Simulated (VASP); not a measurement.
Runs of VASP 6.6.1 on TiO2. The structure is that of space group P6_422 (No. 181), or close to it. The cells are those of the table. 

```csv
level,cell,gap on the mesh (eV),pressure (GPa),largest force (eV/Å)
PBE,"a = 5.711, b = 5.711, c = 6.274 Å, angles 90.0, 90.0, 120.0°, 9 atoms",3.43,2.6,0.13
PBEsol,"a = 5.706, b = 5.706, c = 6.267 Å, angles 90.0, 90.0, 120.0°, 9 atoms",3.40,0.5,0.03
r2SCAN,"a = 5.711, b = 5.711, c = 6.274 Å, angles 90.0, 90.0, 120.0°, 9 atoms",(a),(b),0.04
PBE,"a = 5.748, b = 5.748, c = 6.317 Å, angles 90.0, 90.0, 120.0°, 9 atoms",3.34,0.4,0.03
```

Alike in all rows: task single point; potentials or basis VASP PAW PBE potentials, release 64 (Ti_sv, O); no spin polarisation; k mesh 6 × 6 × 4; cutoff (eV) 520; smearing fermi-dirac 0.02 eV.

Task: Fill in the values left out.

Result: (a) 3.90; (b) 0.7.

Caveats: the PAW data sets were made with another functional, which shifts forces and pressure a little (at least some runs).

A k mesh can miss the band edges.
